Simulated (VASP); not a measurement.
# CdTe (zinc blende) (F-43m) in VASP: single point with PBE+D3(BJ)

Aim: the single point of CdTe (zinc blende) with PBE+D3(BJ).

Everything below comes from runs of VASP 6.6.1. Logs are shortened: lines on timing, memory, paths and dates and some standing lists are left out, and cuts for length are marked.

**1. The cell of the first run**

The structure is cubic, space group F-43m (No. 216). The conventional cell has a = 6.648 Å, b = 6.648 Å, c = 6.648 Å, α = 90.00°, β = 90.00°, γ = 90.00°. Within 3.8 Å of Cd (site symmetry -43m) lie 4 Te at 2.88 Å. Te (site symmetry -43m) has 4 Cd at 2.88 Å within 3.8 Å.

**2. Single point, PBE+D3(BJ) (volume scaled by 1.08)**

File INCAR:

```
SYSTEM = CdTe
PREC = Accurate
ENCUT = 520
EDIFF = 1E-7
ISMEAR = 0
SIGMA = 0.02
LREAL = .False.
LASPH = .True.
NELM = 60
ALGO = Normal
ISIF = 2
LWAVE = .False.
LCHARG = .False.
GGA = PE
IVDW = 12
NBANDS = 16
```

File KPOINTS:

```
Automatic mesh
0
Gamma
  10 10 10
  0 0 0
```

File POSCAR:

```
CdTe
1.0
    0.0000000000      3.3241932403      3.3241932403
    3.3241932403      0.0000000000      3.3241932403
    3.3241932403      3.3241932403      0.0000000000
Cd Te
1 1
Direct
    0.0000000000      0.0000000000      0.0000000000
    0.2500000000      0.2500000000      0.2500000000
```

Potentials or basis: VASP PAW PBE potentials, release 64 (Cd, Te).

Launch:

```sh
$ cat potpaw_PBE.64/Cd/POTCAR potpaw_PBE.64/Te/POTCAR > POTCAR
$ mpirun -np 1 vasp_std > vasp.out
```

OUTCAR:

```text
SYSTEM = CdTe
   PREC = Accurate
   ENCUT = 520
   EDIFF = 1E-7
   ISMEAR = 0
   LREAL = .False.
   LASPH = .True.
   NELM = 60
   ISIF = 2
   GGA = PE
   IVDW = 12
 IVDW          = 12

 ion  position               nearest neighbor table
   1  0.000  0.000  0.000-   2 2.88   2 2.88   2 2.88   2 2.88
   2  0.250  0.250  0.250-   1 2.88   1 2.88   1 2.88   1 2.88

  LATTYP: Found a face centered cubic cell.
 ALAT       =     6.6483864806

  Lattice vectors:

 A1 = (   0.0000000000,   3.3241932403,   3.3241932403)
 A2 = (   3.3241932403,   0.0000000000,   3.3241932403)
 A3 = (   3.3241932403,   3.3241932403,   0.0000000000)

Analysis of symmetry for initial positions (statically):
=====================================================================
 Subroutine PRICEL returns:
 Original cell was already a primitive cell.

 Routine SETGRP: Setting up the symmetry group for a
 face centered cubic supercell.

 Subroutine GETGRP returns: Found 24 space group operations
 (whereof 24 operations were pure point group operations)
 out of a pool of 48 trial point group operations.

The static configuration has the point symmetry T_d .

Analysis of symmetry for dynamics (positions and initial velocities):
=====================================================================
 Subroutine PRICEL returns:
 Original cell was already a primitive cell.

 Routine SETGRP: Setting up the symmetry group for a
 face centered cubic supercell.

 Subroutine GETGRP returns: Found 24 space group operations
 (whereof 24 operations were pure point group operations)
 out of a pool of 48 trial point group operations.

The dynamic configuration has the point symmetry T_d .

 Subroutine INISYM returns: Found 24 space group operations
 (whereof 24 operations are pure point group operations),
 and found     1 'primitive' translations

----------------------------------------------------------------------------------------

                                     Primitive cell

  volume of cell :      73.4664

  direct lattice vectors                    reciprocal lattice vectors
     0.000000000  3.324193240  3.324193240    -0.150412435  0.150412435  0.150412435
     3.324193240  0.000000000  3.324193240     0.150412435 -0.150412435  0.150412435
     3.324193240  3.324193240  0.000000000     0.150412435  0.150412435 -0.150412435

  length of vectors
     4.701119164  4.701119164  4.701119164     0.260521980  0.260521980  0.260521980

  position of ions in fractional coordinates (direct lattice)
     0.000000000  0.000000000  0.000000000
     0.250000000  0.250000000  0.250000000

  ion indices of the primitive-cell ions
   primitive index   ion index
                 1           1
                 2           2

----------------------------------------------------------------------------------------

 KPOINTS: Automatic mesh

Automatic generation of k-mesh.
 Grid dimensions read from file:
 generate k-points for:   10   10   10

 Generating k-lattice:

  Cartesian coordinates                     Fractional coordinates (reciprocal lattice)
    -0.015041244  0.015041244  0.015041244     0.100000000  0.000000000  0.000000000
     0.015041244 -0.015041244  0.015041244     0.000000000  0.100000000  0.000000000
     0.015041244  0.015041244 -0.015041244     0.000000000  0.000000000  0.100000000

  Length of vectors
     0.026052198  0.026052198  0.026052198

  Shift w.r.t. Gamma in fractional coordinates (k-lattice)
     0.000000000  0.000000000  0.000000000

 Subroutine IBZKPT returns following result:
 ===========================================

 Found     47 irreducible k-points:

 Following reciprocal coordinates:
            Coordinates               Weight
  0.000000  0.000000  0.000000      1.000000
  0.100000  0.000000  0.000000      8.000000
  0.200000  0.000000  0.000000      8.000000
  0.300000  0.000000  0.000000      8.000000
  0.400000  0.000000  0.000000      8.000000
  0.500000  0.000000  0.000000      4.000000
[... 16 lines left out ...]
  0.300000  0.300000  0.000000      6.000000
  0.400000  0.300000  0.000000     24.000000
 [... further k-points ...]
   k-points           NKPTS =     47   k-points in BZ     NKDIM =     47   number of bands    NBANDS=     16
   number of dos      NEDOS =    301   number of ions     NIONS =      2
   total plane-waves  NPLWV =  46656
   dimension x,y,z NGX =    36 NGY =   36 NGZ =   36
   dimension x,y,z NGXF=    72 NGYF=   72 NGZF=   72
   ions per type =               1   1
   NGX,Y,Z   is equivalent  to a cutoff of  12.73, 12.73, 12.73 a.u.
   NGXF,Y,Z  is equivalent  to a cutoff of  25.46, 25.46, 25.46 a.u.
 SYSTEM =  CdTe
   PREC   = accura    normal or accurate (medium, high low for compatibility)
   ISTART =      0    job   : 0-new  1-cont  2-samecut
   ICHARG =      2    charge: 1-file 2-atom 10-const
   ISPIN  =      1    spin polarized calculation?
   LNONCOLLINEAR =      F non collinear calculations
   LSORBIT =      F    spin-orbit coupling
   LASPH  =      T    aspherical Exc in radial PAW
   ENCUT  =  520.0 eV  38.22 Ry    6.18 a.u.   8.74  8.74  8.74*2*pi/ulx,y,z
   NELM   =     60;   NELMIN=  2; NELMDL= -5     # of ELM steps
   EDIFF  = 0.1E-06   stopping-criterion for ELM
   LREAL  =      F    real-space projection
   EDIFFG = 0.1E-05   stopping-criterion for IOM
   NSW    =      0    number of steps for IOM
   IBRION =     -1    ionic relax: 0-MD 1-quasi-New 2-CG
   NFREE  =      0    steps in history (QN), initial steepest desc. (CG)
   ISIF   =      2    stress and relaxation
   ISYM   =      2    0-nonsym 1-usesym 2-fastsym
   POTIM  = 0.5000    time-step for ionic-motion
   TEBEG  =    0.0;   TEEND  =   0.0 temperature during run
   PSTRESS=    0.0 pullay stress
   NELECT =      18.0000    total number of electrons
   NUPDOWN=      -1.0000    fix difference up-down
   EMIN   =  10.00;   EMAX   =-10.00  energy-range for DOS
   EFERMI =   0.00;   METHOD = LEGACY
   ISMEAR =     0;   SIGMA  =   0.02  broadening in eV -4-tet -1-fermi 0-gaus
   EFERMI_NEDOS =   21; number of points for ismear=-14 and -15
   IALGO  =     38    algorithm
   IMIX   =      4    mixing-type and parameters
     AMIX     =   0.40;   BMIX     =  1.00
     AMIX_MAG =   1.60;   BMIX_MAG =  1.00
  volume/ion in A,a.u.               =      36.73       247.89
  Fermi-wavevector in a.u.,A,eV,Ry     =   1.024400  1.935835 14.277880  1.049395
  Thomas-Fermi vector in A             =   2.158185
   LORBIT       =      0    0 simple, 1 ext, 2 COOP (PROOUT), +10 PAW based schemes
   GGA     = PE    functional components
   LHFCALC =     F    Hartree Fock is set to
   AEXX    =    0.0000 exact exchange contribution
   IVDW    =    12    specifies the selected vdW correction
   LEPSILON=     F    determine dielectric tensor
   LRPA    =     F    only Hartree local field effects (RPA)
 non-spin polarized calculation
 Gauss-broadening in eV      SIGMA  =   0.02
  energy-cutoff  :      520.00
  volume of cell :       73.47
 maximum number of plane-waves:      2006
   NGX = 17   NGY = 17   NGZ = 17

 number of electron      18.0000004 magnetization

 Free energy of the ion-electron system (eV)
  ---------------------------------------------------
  ext. energy  EPLUGINS =         0.00000000
  ---------------------------------------------------
  free energy    TOTEN  =        -4.81197168 eV

  energy without entropy =       -4.81197168  energy(sigma->0) =       -4.81197168

 E-fermi :   1.7843     XC(G=0):  -8.2502

 val. band max:        1.6833755485   @ k =   0.0000   0.0000   0.0000
 cond. band min:       2.2264591220   @ k =   0.0000   0.0000   0.0000
 fundamental gap:      0.5430835735
 Fermi energy:         1.7842530465

 k-point     1 :       0.0000    0.0000    0.0000
  band No.  band energies     occupation
      1      -9.0824      2.00000
      2      -6.3680      2.00000
      3      -6.3680      2.00000
      4      -6.3680      2.00000
      5      -6.1600      2.00000
      6      -6.1600      2.00000
[... 8 lines left out ...]
     15      10.9056      0.00000
     16      10.9056      0.00000

 k-point     2 :       0.1000    0.0000    0.0000
  band No.  band energies     occupation
      1      -9.0508      2.00000
      2      -6.3623      2.00000
      3      -6.3623      2.00000
      4      -6.3416      2.00000
      5      -6.1604      2.00000
      6      -6.1604      2.00000
[... 8 lines left out ...]
     15      10.4088      0.00000
     16      10.4088      0.00000

 k-point     3 :       0.2000    0.0000    0.0000
  band No.  band energies     occupation
      1      -8.9678      2.00000
      2      -6.3479      2.00000
      3      -6.3479      2.00000
      4      -6.2576      2.00000
      5      -6.1606      2.00000
      6      -6.1606      2.00000
[... 8 lines left out ...]
     15      10.0497      0.00000
     16      10.0773      0.00000

 k-point     4 :       0.3000    0.0000    0.0000
  band No.  band energies     occupation
      1      -8.8658      2.00000
      2      -6.3320      2.00000
      3      -6.3320      2.00000
      4      -6.1587      2.00000
      5      -6.1587      2.00000
      6      -6.1140      2.00000
[... 8 lines left out ...]
     15      10.2659      0.00000
     16      10.2659      0.00000
[... 324 lines left out ...]
 k-point    22 :      -0.2000    0.2000    0.0000
  band No.  band energies     occupation
      1      -8.8317      2.00000
      2      -6.3244      2.00000
      3      -6.3143      2.00000
      4      -6.1675      2.00000
      5      -6.1660      2.00000
      6      -6.0631      2.00000
[... 8 lines left out ...]
     15      11.0561      0.00000
     16      11.7144      0.00000

 k-point    23 :       0.3000    0.3000    0.0000
  band No.  band energies     occupation
      1      -8.7969      2.00000
      2      -6.2867      2.00000
      3      -6.2867      2.00000
      4      -6.2212      2.00000
      5      -6.1438      2.00000
      6      -6.0481      2.00000
[... 8 lines left out ...]
     15      11.6474      0.00000
     16      12.8485      0.00000

 k-point    24 :       0.4000    0.3000    0.0000
  band No.  band energies     occupation
      1      -8.7342      2.00000
      2      -6.2765      2.00000
      3      -6.2707      2.00000
      4      -6.2156      2.00000
      5      -6.1416      2.00000
      6      -5.9294      2.00000
[... 8 lines left out ...]
     15      12.0210      0.00000
     16      13.0405      0.00000

 [... further k-points ...]

------------------------ aborting loop because EDIFF is reached ----------------------------------------

 Edisp (eV)   -0.62479

 E8    (eV) :    -0.2791

  FORCE on cell =-STRESS in cart. coord.  units (eV):
  Direction    XX          YY          ZZ          XY          YZ          ZX
  --------------------------------------------------------------------------------------
  -------------------------------------------------------------------------------------
  Total      -0.90803    -0.90803    -0.90803     0.00000     0.00000    -0.00000
  in kB     -19.80249   -19.80249   -19.80249     0.00000     0.00000    -0.00000
  external pressure =      -19.80 kB  Pullay stress =        0.00 kB

 VOLUME and BASIS-vectors are now :
 -----------------------------------------------------------------------------
  energy-cutoff  :      520.00
  volume of cell :       73.47
      direct lattice vectors                 reciprocal lattice vectors
     0.000000000  3.324193240  3.324193240    -0.150412435  0.150412435  0.150412435
     3.324193240  0.000000000  3.324193240     0.150412435 -0.150412435  0.150412435
     3.324193240  3.324193240  0.000000000     0.150412435  0.150412435 -0.150412435

 POSITION                                       TOTAL-FORCE (eV/Angst)
 -----------------------------------------------------------------------------------
      0.00000      0.00000      0.00000        -0.000000     -0.000000     -0.000000
      1.66210      1.66210      1.66210         0.000000      0.000000      0.000000
 -----------------------------------------------------------------------------------
    total drift:                               -0.000000     -0.000000     -0.000001

  FREE ENERGIE OF THE ION-ELECTRON SYSTEM (eV)
  ---------------------------------------------------
  free  energy   TOTEN  =        -5.4367570702 eV

  energy  without entropy=       -5.4367570702  energy(sigma->0) =       -5.43675707
```

It took 34 s on 1 thread of AMD EPYC 9R45 (Zen 5), shared host; peak memory 0.21 GiB.

What came out:

* Free energy: -5.4368 eV
* Pressure: -2.0 GPa
* Band gap on the k mesh: 0.54 eV, direct
* Dispersion energy per atom: -0.312 eV

Caveat: spin-orbit coupling is left out, which moves the levels of the heavy elements.
